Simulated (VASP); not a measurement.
Input of a VASP 6.6.1 run:

File INCAR:

```
SYSTEM = AlN
  PREC = Accurate
  ENCUT = 520
  EDIFF = 1E-8
  ISMEAR = -1
  SIGMA = 0.02
  LREAL = .FALSE.
  LASPH = .TRUE.
  NELM = 80
  ALGO = Normal
  ISIF = 2
  LWAVE = .FALSE.
  LCHARG = .FALSE.
  GGA = PS
  LEFG = .TRUE.
  NBANDS = 16
```

The input KPOINTS:

```
Automatic mesh
0
G
  11 11 6
  0 0 0
```

Contents of POSCAR:

```
AlN
1.0
    3.1110021516      0.0000000000      0.0000000000
   -1.5555010758      2.6942068945      0.0000000000
    0.0000000000      0.0000000000      4.9282200000
Al N
2 2
Direct
    0.3333333333      0.6666666667      0.0000000000
    0.6666666667      0.3333333333      0.5000000000
    0.3333333333      0.6666666667      0.3850000000
    0.6666666667      0.3333333333      0.8850000000
```

Potentials or basis: VASP PAW PBE potentials, release 64 (Al, N).

Run with:

```sh
$ cat potpaw_PBE.64/Al/POTCAR potpaw_PBE.64/N/POTCAR > POTCAR
$ mpirun -np 1 vasp_std > vasp.out
```

(1) Estimate the band gap on the k mesh.

(2) What does it give for the pressure?

(3) Predict the largest force.

Answers

(1) 4.15 eV, direct.

(2) 2.5 GPa.

(3) 0.053 eV/Å.

Caveat: the cell differs from its parent crystal (zz strain of -1 %); without QUAD_EFG the Cq values of the log hold for a quadrupole moment of 1 mb, not for the nuclei; the PAW data sets were made with another functional, which shifts forces and pressure a little.
